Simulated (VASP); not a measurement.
# MnN2Cl2 (Cmmm) in VASP: single point with r2SCAN

Aim: the single point of MnN2Cl2 with r2SCAN.

All numbers are computed with VASP 6.6.1; they aren't measurements. Logs are shortened: lines on timing, memory, paths and dates and some standing lists are left out, and cuts for length are marked.

## Step 1: The cell of the first run

Symmetry: Cmmm, No. 65, orthorhombic system. The conventional cell has a = 7.819 Å, b = 7.925 Å, c = 3.786 Å, α = 90.00°, β = 90.00°, γ = 90.00°. Mn (site symmetry mmm) has 2 N at 1.98 Å and 4 Cl at 2.59 Å within 2.6 Å. Within 2.6 Å of N (site symmetry m2m) lie 1 Mn at 1.98 Å. Cl (site symmetry 2mm) has 2 Mn at 2.59 Å and 4 N at 3.26 Å within 3.4 Å.

## Step 2: Single point, r2SCAN

POSCAR

```
MnN2Cl2
1.0
   -3.7856408300      0.0000000000      0.0000000000
    0.0000000000     -3.9626151800      3.9096658400
    0.0000000000      3.9626151800      3.9096658400
Mn N Cl
1 2 2
Direct
    0.0000000000      0.0000000000      0.0000000000
    0.0000000000      0.7500000000      0.2500000000
    0.0000000000      0.2500000000      0.7500000000
    0.5000000000      0.2260000000      0.2260000000
    0.5000000000      0.7740000000      0.7740000000
```

INCAR.step1

```
SYSTEM = MnN2Cl2
ALGO = Normal
EDIFF = 1E-4
ENCUT = 520
GGA = PE
ISMEAR = -5
LASPH = .TRUE.
LCHARG = .FALSE.
LMAXMIX = 4
LREAL = .FALSE.
LWAVE = .TRUE.
NELM = 100
PREC = Accurate
SIGMA = 0.0122
```

INCAR.step2

```
SYSTEM = MnN2Cl2
ALGO = Normal
EDIFF = 1E-7
ENCUT = 520
ISIF = 2
ISMEAR = 0
ISTART = 1
LASPH = .TRUE.
LCHARG = .FALSE.
LMAXMIX = 4
LMIXTAU = .TRUE.
LORBIT = 11
LREAL = .FALSE.
LWAVE = .FALSE.
METAGGA = R2SCAN
NELM = 100
PREC = Accurate
SIGMA = 0.0122
```

KPOINTS

```
k-points
0
G
  9 6 6
  0 0 0
```

Potentials or basis: VASP PAW PBE potentials, release 64 (Mn_pv, N, Cl).

On the command line:

```sh
$ cat potpaw_PBE.64/Mn_pv/POTCAR potpaw_PBE.64/N/POTCAR potpaw_PBE.64/Cl/POTCAR > POTCAR
$ cp INCAR.step1 INCAR
$ mpirun -np 1 vasp_std > vasp.out
$ cp INCAR.step2 INCAR
$ mpirun -np 1 vasp_std > vasp.out
```

OUTCAR:

```text
SYSTEM = MnN2Cl2
   EDIFF = 1E-7
   ENCUT = 520
   ISIF = 2
   ISMEAR = 0
   ISTART = 1
   LASPH = .TRUE.
   LORBIT = 11
   LREAL = .FALSE.
   METAGGA = R2SCAN
   NELM = 100
   PREC = Accurate

 ion  position               nearest neighbor table
   1  0.000  0.000  0.000-   2 1.98   3 1.98   4 2.59   5 2.59   4 2.59   5 2.59
   2  0.000  0.750  0.250-   1 1.98
   3  0.000  0.250  0.750-   1 1.98
   4  0.500  0.226  0.226-   1 2.59   1 2.59
   5  0.500  0.774  0.774-   1 2.59   1 2.59

  LATTYP: Found a base centered orthorhombic cell.
 ALAT       =     7.8193316800
 B/A-ratio  =     1.0135431881
 C/A-ratio  =     0.4841386687

  Lattice vectors:

 A1 = (   0.0000000000,  -3.9626151800,   3.9096658400)
 A2 = (   0.0000000000,   3.9626151800,   3.9096658400)
 A3 = (  -3.7856408300,   0.0000000000,   0.0000000000)

Analysis of symmetry for initial positions (statically):
=====================================================================
 Subroutine PRICEL returns:
 Original cell was already a primitive cell.

 Routine SETGRP: Setting up the symmetry group for a
 base centered orthorhombic supercell.

 Subroutine GETGRP returns: Found  8 space group operations
 (whereof  8 operations were pure point group operations)
 out of a pool of  8 trial point group operations.

The static configuration has the point symmetry D_2h.

Analysis of symmetry for dynamics (positions and initial velocities):
=====================================================================
 Subroutine PRICEL returns:
 Original cell was already a primitive cell.

 Routine SETGRP: Setting up the symmetry group for a
 base centered orthorhombic supercell.

 Subroutine GETGRP returns: Found  8 space group operations
 (whereof  8 operations were pure point group operations)
 out of a pool of  8 trial point group operations.

The dynamic configuration has the point symmetry D_2h.

 Subroutine INISYM returns: Found  8 space group operations
 (whereof  8 operations are pure point group operations),
 and found     1 'primitive' translations

----------------------------------------------------------------------------------------

                                     Primitive cell

  volume of cell :     117.2981

  direct lattice vectors                    reciprocal lattice vectors
    -3.785640830  0.000000000  0.000000000    -0.264156069  0.000000000  0.000000000
     0.000000000 -3.962615180  3.909665840     0.000000000 -0.126179298  0.127888168
     0.000000000  3.962615180  3.909665840     0.000000000  0.126179298  0.127888168

  length of vectors
     3.785640830  5.566669206  5.566669206     0.264156069  0.179656891  0.179656891

  position of ions in fractional coordinates (direct lattice)
     0.000000000  0.000000000  0.000000000
     0.000000000  0.750000000  0.250000000
     0.000000000  0.250000000  0.750000000
     0.500000000  0.226000000  0.226000000
     0.500000000  0.774000000  0.774000000

  ion indices of the primitive-cell ions
   primitive index   ion index
                 1           1
                 2           2
                 3           3
                 4           4
                 5           5

----------------------------------------------------------------------------------------

 KPOINTS: k-points

Automatic generation of k-mesh.
 Grid dimensions read from file:
 generate k-points for:    9    6    6

 Generating k-lattice:

  Cartesian coordinates                     Fractional coordinates (reciprocal lattice)
    -0.029350674  0.000000000  0.000000000     0.111111111  0.000000000  0.000000000
     0.000000000 -0.021029883  0.021314695     0.000000000  0.166666667  0.000000000
     0.000000000  0.021029883  0.021314695     0.000000000  0.000000000  0.166666667

  Length of vectors
     0.029350674  0.029942815  0.029942815

  Shift w.r.t. Gamma in fractional coordinates (k-lattice)
     0.000000000  0.000000000  0.000000000

 Subroutine IBZKPT returns following result:
 ===========================================

 Found     65 irreducible k-points:

 Following reciprocal coordinates:
            Coordinates               Weight
  0.000000  0.000000  0.000000      1.000000
  0.111111  0.000000  0.000000      2.000000
  0.222222  0.000000  0.000000      2.000000
  0.333333  0.000000  0.000000      2.000000
  0.444444  0.000000  0.000000      2.000000
  0.000000  0.166667  0.000000      4.000000
[... 16 lines left out ...]
  0.222222  0.166667  0.166667      4.000000
  0.333333  0.166667  0.166667      4.000000
 [... further k-points ...]
   k-points           NKPTS =     65   k-points in BZ     NKDIM =     65   number of bands    NBANDS=     22
   number of dos      NEDOS =    301   number of ions     NIONS =      5
   total plane-waves  NPLWV =  49392
   dimension x,y,z NGX =    28 NGY =   42 NGZ =   42
   dimension x,y,z NGXF=    56 NGYF=   84 NGZF=   84
   ions per type =               1   2   2
   NGX,Y,Z   is equivalent  to a cutoff of  12.30, 12.54, 12.54 a.u.
   NGXF,Y,Z  is equivalent  to a cutoff of  24.59, 25.09, 25.09 a.u.
 SYSTEM =  MnN2Cl2
   PREC   = accura    normal or accurate (medium, high low for compatibility)
   ISTART =      1    job   : 0-new  1-cont  2-samecut
   ICHARG =      0    charge: 1-file 2-atom 10-const
   ISPIN  =      1    spin polarized calculation?
   LNONCOLLINEAR =      F non collinear calculations
   LSORBIT =      F    spin-orbit coupling
   LASPH  =      T    aspherical Exc in radial PAW
   ENCUT  =  520.0 eV  38.22 Ry    6.18 a.u.   7.04 10.35 10.35*2*pi/ulx,y,z
   NELM   =    100;   NELMIN=  2; NELMDL=  0     # of ELM steps
   EDIFF  = 0.1E-06   stopping-criterion for ELM
   LREAL  =      F    real-space projection
   EDIFFG = 0.1E-05   stopping-criterion for IOM
   NSW    =      0    number of steps for IOM
   IBRION =     -1    ionic relax: 0-MD 1-quasi-New 2-CG
   NFREE  =      0    steps in history (QN), initial steepest desc. (CG)
   ISIF   =      2    stress and relaxation
   ISYM   =      2    0-nonsym 1-usesym 2-fastsym
   POTIM  = 0.5000    time-step for ionic-motion
   TEBEG  =    0.0;   TEEND  =   0.0 temperature during run
   PSTRESS=    0.0 pullay stress
   NELECT =      37.0000    total number of electrons
   NUPDOWN=      -1.0000    fix difference up-down
   EMIN   =  10.00;   EMAX   =-10.00  energy-range for DOS
   EFERMI =   0.00;   METHOD = LEGACY
   ISMEAR =     0;   SIGMA  =   0.01  broadening in eV -4-tet -1-fermi 0-gaus
   EFERMI_NEDOS =   21; number of points for ismear=-14 and -15
   IALGO  =     38    algorithm
   IMIX   =      4    mixing-type and parameters
     AMIX     =   0.40;   BMIX     =  1.00
     AMIX_MAG =   1.60;   BMIX_MAG =  1.00
  volume/ion in A,a.u.               =      23.46       158.31
  Fermi-wavevector in a.u.,A,eV,Ry     =   1.114410  2.105930 16.897214  1.241910
  Thomas-Fermi vector in A             =   2.251005
   LORBIT       =     11    0 simple, 1 ext, 2 COOP (PROOUT), +10 PAW based schemes
   METAGGA = R2SCAN    functional components
   LHFCALC =     F    Hartree Fock is set to
   AEXX    =    0.0000 exact exchange contribution
   IVDW    =     0    specifies the selected vdW correction
   LEPSILON=     F    determine dielectric tensor
   LRPA    =     F    only Hartree local field effects (RPA)
 non-spin polarized calculation
 Gauss-broadening in eV      SIGMA  =   0.01
  energy-cutoff  :      520.00
  volume of cell :      117.30
 maximum number of plane-waves:      3186
   NGX = 15   NGY = 21   NGZ = 21

 number of electron      37.0000018 magnetization

 Free energy of the ion-electron system (eV)
  ---------------------------------------------------
  ext. energy  EPLUGINS =         0.00000000
  ---------------------------------------------------
  free energy    TOTEN  =       -36.46283532 eV

  energy without entropy =      -36.46212433  energy(sigma->0) =      -36.46247983

 E-fermi :  -1.0787     XC(G=0):  -8.5761

 val. band max:       -1.0861151015   @ k =   0.4444  -0.3333   0.1667
 cond. band min:      -1.0780228886   @ k =   0.3333   0.3333  -0.0000
 fundamental gap:      0.0080922129
 Fermi energy:        -1.0786558737

 k-point     1 :       0.0000    0.0000    0.0000
  band No.  band energies     occupation
      1     -51.1387      2.00000
      2     -50.7407      2.00000
      3     -50.7078      2.00000
      4     -15.9695      2.00000
      5     -15.5137      2.00000
      6     -13.9951      2.00000
[... 14 lines left out ...]
     21       0.2556      0.00000
     22       0.5149      0.00000

 k-point     2 :       0.1111    0.0000    0.0000
  band No.  band energies     occupation
      1     -51.1387      2.00000
      2     -50.7410      2.00000
      3     -50.7078      2.00000
      4     -15.9340      2.00000
      5     -15.5033      2.00000
      6     -14.0072      2.00000
[... 14 lines left out ...]
     21       0.2491      0.00000
     22       0.4003      0.00000

 k-point     3 :       0.2222    0.0000    0.0000
  band No.  band energies     occupation
      1     -51.1386      2.00000
      2     -50.7419      2.00000
      3     -50.7077      2.00000
      4     -15.8395      2.00000
      5     -15.4766      2.00000
      6     -14.0422      2.00000
[... 14 lines left out ...]
     21       0.2353      0.00000
     22       0.3192      0.00000
[... 476 lines left out ...]
 k-point    23 :       0.2222    0.1667    0.1667
  band No.  band energies     occupation
      1     -51.1386      2.00000
      2     -50.7419      2.00000
      3     -50.7077      2.00000
      4     -15.8003      2.00000
      5     -15.5012      2.00000
      6     -14.0522      2.00000
[... 14 lines left out ...]
     21       0.2764      0.00000
     22       0.3454      0.00000

 k-point    24 :       0.3333    0.1667    0.1667
  band No.  band energies     occupation
      1     -51.1386      2.00000
      2     -50.7429      2.00000
      3     -50.7076      2.00000
      4     -15.6925      2.00000
      5     -15.4675      2.00000
      6     -14.0870      2.00000
[... 14 lines left out ...]
     21       0.2456      0.00000
     22       0.2634      0.00000

 [... further k-points ...]

------------------------ aborting loop because EDIFF is reached ----------------------------------------

  FORCE on cell =-STRESS in cart. coord.  units (eV):
  Direction    XX          YY          ZZ          XY          YZ          ZX
  --------------------------------------------------------------------------------------
  -------------------------------------------------------------------------------------
  Total       -8.8276412    -20.8923728     -7.5632162      0.0000000      0.0000000      0.0000000
  in kB     -120.5769553   -285.3694039   -103.3061452      0.0000000      0.0000000      0.0000000
  external PRESSURE =    -169.7508348 kB  Pullay stress =       0.0000000 kB

 VOLUME and BASIS-vectors are now :
 -----------------------------------------------------------------------------
  energy-cutoff  :      520.00
  volume of cell :      117.30
      direct lattice vectors                 reciprocal lattice vectors
    -3.785640830  0.000000000  0.000000000    -0.264156069  0.000000000  0.000000000
     0.000000000 -3.962615180  3.909665840     0.000000000 -0.126179298  0.127888168
     0.000000000  3.962615180  3.909665840     0.000000000  0.126179298  0.127888168

 POSITION                                       TOTAL-FORCE (eV/Angst)
 -----------------------------------------------------------------------------------
      0.00000      0.00000      0.00000        -0.000000      0.000000      0.000000
      0.00000     -1.98131      3.90967        -0.000000     -4.858841      0.000000
      0.00000      1.98131      3.90967        -0.000000      4.858841      0.000000
     -1.89282      0.00000      1.76717         0.000000      0.000000     -1.586721
     -1.89282      0.00000      6.05216        -0.000000      0.000000      1.586721
 -----------------------------------------------------------------------------------
    total drift:                                0.000000     -0.000000      0.000000

  FREE ENERGIE OF THE ION-ELECTRON SYSTEM (eV)
  ---------------------------------------------------
  free  energy   TOTEN  =       -36.4628353222 eV

  energy  without entropy=      -36.4621243288  energy(sigma->0) =      -36.46247983

 total charge

# of ion       s       p       d       tot
------------------------------------------
    1        0.249   6.261   4.875  11.385
    2        1.368   1.949   0.000   3.317
    3        1.368   1.949   0.000   3.317
    4        1.619   3.406   0.000   5.025
    5        1.619   3.406   0.000   5.025
--------------------------------------------------
tot          6.223  16.970   4.875  28.068
```

Wall time 4.8 min (1 thread of Intel Xeon 6975P-C (Granite Rapids), shared host); peak memory 0.34 GiB.

Results:

```
Free energy                                           : -36.4628 eV
Pressure                                              : -17.0 GPa
Largest force                                         : 4.859 eV/Å
Valence electrons inside the program's atomic spheres : Mn 11.38; N 3.32; Cl 5.03
```

Forces in eV/Å, atoms in the order of the input:
```
Mn   0.000  0.000  0.000
N    0.000 -4.859  0.000
N    0.000  4.859  0.000
Cl   0.000  0.000 -1.587
Cl   0.000  0.000  1.587
```

Caveat: the PAW data sets were made with another functional, which shifts forces and pressure a little; an odd number of electrons without spin polarisation forces a metal; a magnetic or distorted state may lie lower; the run has no spin polarisation, though such a crystal can be magnetic.
